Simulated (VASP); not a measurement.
A run of VASP 6.6.1:

The input INCAR:

```
PREC = Accurate
ENCUT = 520
EDIFF = 1E-7
ISMEAR = 0
SIGMA = 0.1
LREAL = F
LASPH = T
NELM = 100
ALGO = Normal
ISIF = 2
LWAVE = F
LCHARG = F
GGA = PE
NBANDS = 12
```

KPOINTS

```
Automatic mesh
0
Gamma
  16 16 16
```

Contents of POSCAR:

```
SiBr
1.0
    3.5216659232      0.0000000000      0.0000000000
    0.0000000000      3.5216659232      0.0000000000
    0.0000000000      0.0000000000      3.5216659232
Si Br
1 1
Direct
    0.0000000000      0.0000000000      0.0000000000
    0.5000000000      0.5000000000      0.5000000000
```

Potentials or basis: VASP PAW PBE potentials, release 64 (Si, Br).

Run with:

```bash
$ cat potpaw_PBE.64/Si/POTCAR potpaw_PBE.64/Br/POTCAR > POTCAR
$ mpirun -np 1 vasp_std > vasp.out
```

Hardware: 1 thread of Oxide Virtual Turin-like Processor, on a shared host.

Question: Estimate the wall time of this run.

Answer: Run time: 69 s on 1 thread of Oxide Virtual Turin-like Processor, on a shared host, peak memory 0.18 GiB. Counts: scf iterations 13, k points 165.
